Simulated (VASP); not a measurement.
# Ga (C2/c) in VASP: further runs

Ga is run at these levels: LDA, PBE, BLYP, r2SCAN; tasks: single point.

Everything below comes from runs of VASP 6.6.1. Logs are shortened: lines on timing, memory, paths and dates and some standing lists are left out, and cuts for length are marked.

## 1. The cell of the first run

The structure is monoclinic, space group C2/c (No. 15). The conventional cell has a = 2.820 Å, b = 8.211 Å, c = 3.397 Å, α = 90.00°, β = 92.02°, γ = 90.00°. Ga (site symmetry 2) has 10 Ga at 2.74 to 3.40 Å within 3.6 Å.

## 2. Single point, LDA (19.66 Å³/atom)

INCAR

```
SYSTEM = Ga
  PREC = Accurate
  ENCUT = 520
  EDIFF = 1E-6
  ISMEAR = -1
  SIGMA = 0.05
  LREAL = .False.
  LASPH = .True.
  NELM = 60
  ALGO = Fast
  ISIF = 2
  LWAVE = .False.
  LCHARG = .True.
  LELF = .True.
  LVHAR = .True.
  NBANDS = 20
```

KPOINTS

```
regular mesh
0
Gamma
  10 10 8
  0 0 0
```

POSCAR

```
Ga
1.0
    1.4101245334     -4.1054710295      0.0000000000
    1.4101245334      4.1054710295      0.0000000000
   -0.1197509717      0.0000000000      3.3952387564
Ga
2
Direct
    0.1310000000      0.8690000000      0.7500000000
    0.8690000000      0.1310000000      0.2500000000
```

Potentials or basis: VASP PAW LDA potentials, release 64 (Ga_d).

The run is started by

```bash
> cat potpaw_LDA.64/Ga_d/POTCAR > POTCAR
> mpirun -np 1 vasp_std > vasp.out
```

OUTCAR:

```text
SYSTEM = Ga
   PREC = Accurate
   ENCUT = 520
   EDIFF = 1E-6
   ISMEAR = -1
   LREAL = .False.
   LASPH = .True.
   NELM = 60
   ISIF = 2

 ion  position               nearest neighbor table
   1  0.131  0.869  0.750-   2 2.74   2 2.74   2 2.92   2 2.92
   2  0.869  0.131  0.250-   1 2.74   1 2.74   1 2.92   1 2.92

  LATTYP: Found a base centered monoclinic cell.
 ALAT       =     2.8202490668
 B/A-ratio  =     2.9114244397
 C/A-ratio  =     1.2046276211
 COS(beta)  =    -0.0352483478

  Lattice vectors:

 A1 = (   1.4101245334,  -4.1054710295,   0.0000000000)
 A2 = (   1.4101245334,   4.1054710295,   0.0000000000)
 A3 = (  -0.1197509717,   0.0000000000,   3.3952387564)

Analysis of symmetry for initial positions (statically):
=====================================================================
 Subroutine PRICEL returns:
 Original cell was already a primitive cell.

 Routine SETGRP: Setting up the symmetry group for a
 base centered monoclinic supercell.

 Subroutine GETGRP returns: Found  4 space group operations
 (whereof  2 operations were pure point group operations)
 out of a pool of  4 trial point group operations.

The static configuration has the point symmetry S_2 .
 The point group associated with its full space group is C_2h.

Analysis of symmetry for dynamics (positions and initial velocities):
=====================================================================
 Subroutine PRICEL returns:
 Original cell was already a primitive cell.

 Routine SETGRP: Setting up the symmetry group for a
 base centered monoclinic supercell.

 Subroutine GETGRP returns: Found  4 space group operations
 (whereof  2 operations were pure point group operations)
 out of a pool of  4 trial point group operations.

The dynamic configuration has the point symmetry S_2 .
 The point group associated with its full space group is C_2h.

 Subroutine INISYM returns: Found  4 space group operations
 (whereof  2 operations are pure point group operations),
 and found     1 'primitive' translations

----------------------------------------------------------------------------------------

                                     Primitive cell

  volume of cell :      39.3116

  direct lattice vectors                    reciprocal lattice vectors
     1.410124533 -4.105471030  0.000000000     0.354578612 -0.121788705  0.012506082
     1.410124533  4.105471030  0.000000000     0.354578612  0.121788705  0.012506082
    -0.119750972  0.000000000  3.395238756     0.000000000  0.000000000  0.294530097

  length of vectors
     4.340892025  4.340892025  3.397349924     0.375119825  0.375119825  0.294530097

  position of ions in fractional coordinates (direct lattice)
     0.131000000  0.869000000  0.750000000
     0.869000000  0.131000000  0.250000000

  ion indices of the primitive-cell ions
   primitive index   ion index
                 1           1
                 2           2

----------------------------------------------------------------------------------------

 KPOINTS: regular mesh

Automatic generation of k-mesh.
 Grid dimensions read from file:
 generate k-points for:   10   10    8

 Generating k-lattice:

  Cartesian coordinates                     Fractional coordinates (reciprocal lattice)
     0.035457861 -0.012178870  0.001250608     0.100000000  0.000000000  0.000000000
     0.035457861  0.012178870  0.001250608     0.000000000  0.100000000  0.000000000
     0.000000000  0.000000000  0.036816262     0.000000000  0.000000000  0.125000000

  Length of vectors
     0.037511982  0.037511982  0.036816262

  Shift w.r.t. Gamma in fractional coordinates (k-lattice)
     0.000000000  0.000000000  0.000000000

 Subroutine IBZKPT returns following result:
 ===========================================

 Found    227 irreducible k-points:

 Following reciprocal coordinates:
            Coordinates               Weight
  0.000000  0.000000  0.000000      1.000000
  0.100000  0.000000  0.000000      4.000000
  0.200000  0.000000  0.000000      4.000000
  0.300000  0.000000  0.000000      4.000000
  0.400000  0.000000  0.000000      4.000000
  0.500000  0.000000  0.000000      2.000000
[... 16 lines left out ...]
  0.300000  0.300000  0.000000      2.000000
  0.400000  0.300000 -0.000000      4.000000
 [... further k-points ...]
   k-points           NKPTS =    227   k-points in BZ     NKDIM =    227   number of bands    NBANDS=     20
   number of dos      NEDOS =    301   number of ions     NIONS =      2
   total plane-waves  NPLWV =  28672
   dimension x,y,z NGX =    32 NGY =   32 NGZ =   28
   dimension x,y,z NGXF=    64 NGYF=   64 NGZF=   56
   ions per type =               2
   NGX,Y,Z   is equivalent  to a cutoff of  12.26, 12.26, 13.70 a.u.
   NGXF,Y,Z  is equivalent  to a cutoff of  24.51, 24.51, 27.40 a.u.
 SYSTEM =  Ga
   PREC   = accura    normal or accurate (medium, high low for compatibility)
   ISTART =      0    job   : 0-new  1-cont  2-samecut
   ICHARG =      2    charge: 1-file 2-atom 10-const
   ISPIN  =      1    spin polarized calculation?
   LNONCOLLINEAR =      F non collinear calculations
   LSORBIT =      F    spin-orbit coupling
   LASPH  =      T    aspherical Exc in radial PAW
   ENCUT  =  520.0 eV  38.22 Ry    6.18 a.u.   8.07  8.07  6.32*2*pi/ulx,y,z
   NELM   =     60;   NELMIN=  2; NELMDL= -5     # of ELM steps
   EDIFF  = 0.1E-05   stopping-criterion for ELM
   LREAL  =      F    real-space projection
   EDIFFG = 0.1E-04   stopping-criterion for IOM
   NSW    =      0    number of steps for IOM
   IBRION =     -1    ionic relax: 0-MD 1-quasi-New 2-CG
   NFREE  =      0    steps in history (QN), initial steepest desc. (CG)
   ISIF   =      2    stress and relaxation
   ISYM   =      2    0-nonsym 1-usesym 2-fastsym
   POTIM  = 0.5000    time-step for ionic-motion
   TEBEG  =    0.0;   TEEND  =   0.0 temperature during run
   PSTRESS=    0.0 pullay stress
   NELECT =      26.0000    total number of electrons
   NUPDOWN=      -1.0000    fix difference up-down
   EMIN   =  10.00;   EMAX   =-10.00  energy-range for DOS
   EFERMI =   0.00;   METHOD = LEGACY
   ISMEAR =    -1;   SIGMA  =   0.05  broadening in eV -4-tet -1-fermi 0-gaus
   EFERMI_NEDOS =   21; number of points for ismear=-14 and -15
   IALGO  =     68    algorithm
   IMIX   =      4    mixing-type and parameters
     AMIX     =   0.40;   BMIX     =  1.00
     AMIX_MAG =   1.60;   BMIX_MAG =  1.00
  volume/ion in A,a.u.               =      19.66       132.64
  Fermi-wavevector in a.u.,A,eV,Ry     =   1.426349  2.695408 27.680650  2.034470
  Thomas-Fermi vector in A             =   2.546635
   LORBIT       =      0    0 simple, 1 ext, 2 COOP (PROOUT), +10 PAW based schemes
   GGA     = CA    functional components
   LHFCALC =     F    Hartree Fock is set to
   AEXX    =    0.0000 exact exchange contribution
   IVDW    =     0    specifies the selected vdW correction
   LEPSILON=     F    determine dielectric tensor
   LRPA    =     F    only Hartree local field effects (RPA)
 non-spin polarized calculation
 RMM-DIIS sequential band-by-band and
  energy-cutoff  :      520.00
  volume of cell :       39.31
 maximum number of plane-waves:      1076
   NGX = 17   NGY = 17   NGZ = 13

 number of electron      26.0000005 magnetization

 Free energy of the ion-electron system (eV)
  ---------------------------------------------------
  ext. energy  EPLUGINS =         0.00000000
  ---------------------------------------------------
  free energy    TOTEN  =        -7.06454305 eV

  energy without entropy =       -7.05767981  energy(sigma->0) =       -7.06111143

 E-fermi :   4.8385     XC(G=0): -11.0768

 val. band max:        4.8190480709   @ k =   0.4000   0.4000   0.2500
 cond. band min:       4.8631730851   @ k =   0.2000   0.1000   0.1250
 fundamental gap:      0.0441250142
 Fermi energy:         4.8384608250

 k-point     1 :       0.0000    0.0000    0.0000
  band No.  band energies     occupation
      1     -10.2961      2.00000
      2     -10.2816      2.00000
      3     -10.2559      2.00000
      4     -10.2277      2.00000
      5      -9.9967      2.00000
      6      -9.9951      2.00000
[... 12 lines left out ...]
     19      15.0216      0.00000
     20      17.6691      0.00000

 k-point     2 :       0.1000    0.0000    0.0000
  band No.  band energies     occupation
      1     -10.2892      2.00000
      2     -10.2672      2.00000
      3     -10.2354      2.00000
      4     -10.1965      2.00000
      5     -10.0124      2.00000
      6     -10.0104      2.00000
[... 12 lines left out ...]
     19      15.4211      0.00000
     20      18.4526      0.00000

 k-point     3 :       0.2000    0.0000    0.0000
  band No.  band energies     occupation
      1     -10.2715      2.00000
      2     -10.2371      2.00000
      3     -10.1846      2.00000
      4     -10.1189      2.00000
      5     -10.0541      2.00000
      6     -10.0443      2.00000
[... 12 lines left out ...]
     19      15.5979      0.00000
     20      19.4205      0.00000

 k-point     4 :       0.3000    0.0000    0.0000
  band No.  band energies     occupation
      1     -10.2513      2.00000
      2     -10.2083      2.00000
      3     -10.1409      2.00000
      4     -10.1213      2.00000
      5     -10.1066      2.00000
      6     -10.0278      2.00000
[... 12 lines left out ...]
     19      15.7568      0.00000
     20      18.0286      0.00000

 k-point     5 :       0.4000    0.0000    0.0000
  band No.  band energies     occupation
      1     -10.2369      2.00000
      2     -10.2062      2.00000
      3     -10.1551      2.00000
      4     -10.1432      2.00000
      5     -10.1223      2.00000
      6     -10.0380      2.00000
[... 12 lines left out ...]
     19      14.9266      0.00000
     20      16.7685      0.00000
[... 353 lines left out ...]
      6     -10.0385      2.00000
[... 12 lines left out ...]
     19      15.0873      0.00000
     20      18.6443      0.00000

 k-point    22 :      -0.2000    0.2000    0.0000
  band No.  band energies     occupation
      1     -10.3092      2.00000
      2     -10.2585      2.00000
      3     -10.2390      2.00000
      4     -10.1841      2.00000
      5     -10.0339      2.00000
      6     -10.0169      2.00000
[... 12 lines left out ...]
     19      16.3485      0.00000
     20      16.4679      0.00000

 k-point    23 :       0.3000    0.3000    0.0000
  band No.  band energies     occupation
      1     -10.2328      2.00000
      2     -10.2148      2.00000
      3     -10.1460      2.00000
      4     -10.1066      2.00000
      5     -10.0724      2.00000
      6     -10.0529      2.00000
[... 12 lines left out ...]
     19      14.1890      0.00000
     20      15.9081      0.00000

 k-point    24 :       0.4000    0.3000   -0.0000
  band No.  band energies     occupation
      1     -10.2036      2.00000
      2     -10.1986      2.00000
      3     -10.1352      2.00000
      4     -10.1071      2.00000
      5     -10.0872      2.00000
      6     -10.0467      2.00000
[... 12 lines left out ...]
     19      14.2885      0.00000
     20      16.4349      0.00000

 [... further k-points ...]
[... 5 lines left out ...]
  --------------------------------------------------------------------------------------
  -------------------------------------------------------------------------------------
  Total       -1.4378471     -1.4937335     -1.6270216      0.0000000      0.0000000      0.0608409
  in kB      -58.6006587    -60.8783587    -66.3106265      0.0000000      0.0000000      2.4796209
  external PRESSURE =     -61.9298813 kB  Pullay stress =       0.0000000 kB

 VOLUME and BASIS-vectors are now :
 -----------------------------------------------------------------------------
  energy-cutoff  :      520.00
  volume of cell :       39.31
      direct lattice vectors                 reciprocal lattice vectors
     1.410124533 -4.105471030  0.000000000     0.354578612 -0.121788705  0.012506082
     1.410124533  4.105471030  0.000000000     0.354578612  0.121788705  0.012506082
    -0.119750972  0.000000000  3.395238756     0.000000000  0.000000000  0.294530097

 POSITION                                       TOTAL-FORCE (eV/Angst)
 -----------------------------------------------------------------------------------
      1.32031      3.02984      2.54643         0.000000     -0.150229     -0.000000
      1.38019     -3.02984      0.84881        -0.000000      0.150229      0.000000
 -----------------------------------------------------------------------------------
    total drift:                                0.000000      0.000000     -0.000000

  FREE ENERGIE OF THE ION-ELECTRON SYSTEM (eV)
  ---------------------------------------------------
  free  energy   TOTEN  =        -7.0645430515 eV

  energy  without entropy=       -7.0576798092  energy(sigma->0) =       -7.06111143
```

Run time: 4.1 min. Hardware: 1 thread of Intel Xeon Platinum 8375C at 2.90GHz (Ice Lake), shared host; peak memory 0.25 GiB.

Results:

* Free energy: -7.0645 eV
* Pressure: -6.2 GPa
* Largest force: 0.150 eV/Å
* Band gap on the k mesh: zero (bands 13 and 14 overlap by 7.90 eV)

Forces on the atoms (eV/Å):
```
Ga   0.000 -0.150  0.000
Ga   0.000  0.150  0.000
```

Stress tensor (GPa, compression positive):
```
-5.86  0.00  0.25
 0.00 -6.09  0.00
 0.25  0.00 -6.63
```

Caveat: the cell stands under tension.

## 3. Single point, PBE

This run uses another cell than the first one, of 18.54 Å³/atom.

INCAR

```
SYSTEM = Ga
PREC = Accurate ; ENCUT = 520
EDIFF = 1E-6 ; ISMEAR = -1
SIGMA = 0.05 ; LREAL = .False.
LASPH = .True. ; NELM = 60
ALGO = Fast ; ISIF = 2
LWAVE = .False. ; LCHARG = .False.
GGA = PE ; NBANDS = 20
```

KPOINTS

```
Automatic mesh
0
Gamma
  10 10 8
  0 0 0
```

POSCAR

```
Ga
1.0
    1.3830000000     -4.0265000000      0.0000000000
    1.3830000000      4.0265000000      0.0000000000
   -0.1174474948      0.0000000000      3.3299294416
Ga
2
Direct
    0.1310000000      0.8690000000      0.7500000000
    0.8690000000      0.1310000000      0.2500000000
```

Potentials or basis: VASP PAW PBE potentials, release 64 (Ga_d).

The run is started by

```bash
> cat potpaw_PBE.64/Ga_d/POTCAR > POTCAR
> mpirun -np 1 vasp_std > vasp.out
```

It took 4.1 min on 1 thread of Intel Xeon 8259CL, shared host; peak memory 0.27 GiB.

The run converged. Its results:

| Item | Value |
| --- | --- |
| Free energy | -5.7727 eV |
| Pressure | 1.6 GPa |
| Largest force | 0.205 eV/Å |
| Band gap on the k mesh | zero (bands 13 and 14 overlap by 8.39 eV) |

Forces in eV/Å, atoms in the order of the input:
```
Ga   0.000 -0.205  0.000
Ga   0.000  0.205  0.000
```

Stress tensor (GPa, compression positive):
```
2.33 0.00 0.43
0.00 1.88 0.00
0.43 0.00 0.66
```

Levels at points of the mesh, in eV from the Fermi level:
| k point | band 10 | band 11 | band 12 | band 13 | band 14 | band 15 | band 16 | band 17 |
| --- | --- | --- | --- | --- | --- | --- | --- | --- |
| (0.00, 0.00, 0.00) | -14.63 | -11.23 | -2.09 | -1.62 | 1.64 | 5.44 | 9.70 | 10.19 |
| (0.50, 0.00, 0.00) | -14.65 | -6.05 | -5.02 | -1.34 | 0.01 | 5.79 | 6.59 | 8.46 |
| (0.50, 0.50, 0.00) | -14.69 | -9.10 | -8.60 | 4.00 | 4.58 | 5.82 | 6.05 | 7.56 |
| (0.00, 0.00, 0.50) | -14.70 | -7.78 | -7.78 | 1.70 | 1.70 | 2.45 | 2.45 | 11.66 |
| (0.50, 0.00, 0.50) | -14.65 | -2.87 | -2.85 | -1.64 | -1.50 | 1.75 | 2.30 | 4.31 |
| (0.50, 0.50, 0.50) | -14.78 | -6.00 | -6.00 | -4.39 | -4.39 | 10.86 | 10.86 | 11.80 |

(Continued in part 2 of 2.)

The gap in the log of VASP goes by the Fermi energy; the results here count the filled bands.